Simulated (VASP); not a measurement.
Cs:

```
CELL_PARAMETERS angstrom
-3.02250 3.02250 3.02250
3.02250 -3.02250 3.02250
3.02250 3.02250 -3.02250
ATOMIC_POSITIONS crystal
Cs 0.00000 0.00000 0.00000
```

* Program: VASP 6.6.1
* Task: relaxation of cell and atoms
* Functional: revPBE
* Potentials or basis: VASP PAW PBE potentials, release 64 (Cs_sv)
* Cutoff: 600 eV
* k mesh: 8 × 8 × 8
* Occupations: fermi-dirac, width 0.1 eV
* Spin: no spin polarisation

At the start: pressure 0.3 GPa; volume 110.45 Å³/atom.

Question: How do energy, volume and symmetry change on relaxing?

Answer: Over 4 steps the energy falls by 17.4 meV/atom and the volume is 128.69 Å³/atom (+16.5 %); space group Im-3m (No. 229, to 0.1 Å) before and after.

The path:
```
step  energy change (eV)  largest force (eV/Å)  pressure (GPa)  volume (Å³)
   1              0.0000                0.0000            0.34       110.45
   2             -0.0069                0.0000            0.25       114.22
   3             -0.0171                0.0000            0.04       126.03
   4             -0.0174                0.0000            0.00       128.69
```

Final structure:
```
Cs
1.0
    -3.18050    3.18050    3.18050
     3.18050   -3.18050    3.18050
     3.18050    3.18050   -3.18050
Cs
1
Direct
  0.00000 0.00000 0.00000
```

Caveat: the volume moved by over 15 % at a fixed basis, so the end points are rough; the PAW data sets were made with another functional, which shifts forces and pressure a little.
